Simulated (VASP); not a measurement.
TiAl3, 4 atoms in the cell. Symmetry: I4/mmm, No. 139, tetragonal system. The conventional cell has a = 3.824 Å, b = 3.824 Å, c = 8.564 Å, α = 90.00°, β = 90.00°, γ = 90.00°. Within 3.6 Å of Ti (site symmetry 4/mmm) lie 12 Al at 2.70 to 2.87 Å. Al (site symmetry 4/mmm) has 4 Ti at 2.70 Å and 8 Al at 2.87 Å within 3.6 Å. Within 3.6 Å of Al (site symmetry -4m2) lie 8 Al at 2.70 to 2.87 Å and 4 Ti at 2.87 Å. 

* Program: VASP 6.6.1
* Task: single point
* Functional: r2SCAN
* Potentials or basis: VASP PAW PBE potentials, release 64 (Ti_sv, Al)
* Cutoff: 550 eV
* k mesh: 20 × 20 × 20
* Occupations: gaussian, width 0.15 eV
* Spin: no spin polarisation
* Dipole correction: no
* Further INCAR settings: ALGO = Normal; EDIFF = 1e-06; NBANDS = 18

Potentials or basis: VASP PAW PBE potentials, release 64 (Ti_sv, Al).

Command:

```bash
$ cat potpaw_PBE.64/Ti_sv/POTCAR potpaw_PBE.64/Al/POTCAR > POTCAR
$ cp INCAR.step1 INCAR
$ mpirun -np 1 vasp_std > vasp.out
$ cp INCAR.step2 INCAR
$ mpirun -np 1 vasp_std > vasp.out
```

Hardware: 1 thread of Intel Xeon 8259CL, with other jobs on the host.

Estimate the wall time of this run.

Wall time 91 min on 1 thread of Intel Xeon 8259CL, on a shared host, peak memory 0.84 GiB. Counts: k points 641.
